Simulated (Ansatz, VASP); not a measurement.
W in VASP and in Ansatz

```xyz
1
Lattice="-1.5918 1.7311 1.5918 1.5918 -1.7311 1.5918 1.5918 1.7311 -1.5918" Properties=species:S:1:pos:R:3 pbc="T T T"
W     0.0000    0.0000    0.0000
```

Change from the starting cell: strain +0.0875 x Voigt [0, 1, 0, 0, 0, 0], atoms carried along.

Alike in both runs: task single point; functional PBE; k mesh 26 × 26 × 26; occupations gaussian, width 0.15 eV; no spin polarisation.

```csv
,VASP,Ansatz
version,VASP 6.6.1,Ansatz 0.2.0
potentials or method,"VASP PAW PBE potentials, release 64 (W_sv), cutoff 500 eV","scalar-relativistic, plane waves, PAW"
valence electrons in the cell,14,14
```

|  | VASP | Ansatz | Ansatz less VASP |
| --- | --- | --- | --- |
| gap on the k mesh at the Fermi level (eV) | none | none | - |
| pressure (GPa) | -20.2 | -20.4 | -0.24 |
| traceless stress, the component that is largest in VASP (GPa) | -12.37 | -12.39 | -0.025 |

A gap of «none» marks a metal or a gap that the smearing closes.

Neither program's run includes spin-orbit coupling.
